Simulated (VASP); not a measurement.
The system is HfWS4.

```
Hf W S
1.0
     3.94730    0.00000    0.00000
    -1.97365    3.41846    0.00000
     0.00000    0.00000    8.22122
Hf W S
1 1 4
Direct
  0.00000 0.00000 0.50000
  0.00000 0.00000 0.00000
  0.33333 0.66667 0.73408
  0.33333 0.66667 0.26592
  0.66667 0.33333 0.73408
  0.66667 0.33333 0.26592
```

The cell was built from a structure type or drawn by symmetry, and may not be a known phase.

| Quantity | Value |
| --- | --- |
| Program | VASP 6.6.1 |
| Task | relaxation of cell and atoms |
| Functional | PBE |
| Potentials or basis | VASP PAW PBE potentials, release 64 (Hf_pv, W_sv, S) |
| Cutoff | 600 eV |
| k mesh | 6 × 6 × 2 |
| Occupations | gaussian, width 0.1 eV |
| Spin | collinear spin, zero start |
| Starting moments | [0.0, 0.0, 0.0, 0.0, 0.0, 0.0] μB |

At the start: pressure -2.1 GPa; volume 18.49 Å³/atom.

**Question.** Where does the relaxation end?

**Answer.** Over 13 steps the energy falls by 1012.2 meV/atom and the volume is 15.77 Å³/atom (-14.7 %); space group P6/mmm (No. 191, to 0.1 Å) before and after; moment 0.00 μB per cell.

The path:
| step | energy change (eV) | largest force (eV/Å) | pressure (GPa) | volume (Å³) |
| --- | --- | --- | --- | --- |
| 1 | 0.0000 | 0.0675 | -2.10 | 110.93 |
| 2 | -2.9338 | 0.5037 | -5.47 | 106.00 |
| 3 | -5.4292 | 1.2852 | -3.39 | 98.60 |
| 4 | -5.5131 | 1.4371 | 1.01 | 95.10 |
| 5 | -5.5781 | 1.4439 | -0.94 | 96.40 |
| 6 | -5.5756 | 1.4071 | -1.54 | 96.82 |
| 7 | -5.8829 | 0.7126 | 1.73 | 93.63 |
| 8 | -5.8857 | 0.5827 | 2.26 | 93.23 |
| 9 | -6.0673 | 0.1590 | 0.11 | 94.57 |
| 10 | -6.0680 | 0.1258 | 0.16 | 94.50 |
| 11 | -6.0680 | 0.1134 | 0.19 | 94.48 |
| 12 | -6.0727 | 0.0431 | -0.01 | 94.63 |
| 13 | -6.0731 | 0.0081 | 0.03 | 94.59 |

Final structure:
```
Hf W S
1.0
     4.30563    0.00000    0.00000
    -2.15281    3.72878    0.00000
     0.00000    0.00000    5.89192
Hf W S
1 1 4
Direct
  0.00000 0.00000 0.50000
  0.00000 0.00000 0.00000
  0.33333 0.66667 0.76032
  0.33333 0.66667 0.23968
  0.66667 0.33333 0.76032
  0.66667 0.33333 0.23968
```

Caveat: the k points lie up to 0.53 Å⁻¹ apart in the final cell, too coarse for converged energies and pressures of a metal; a cell axis changed by over 15 % at a fixed basis, so the end point is rough.
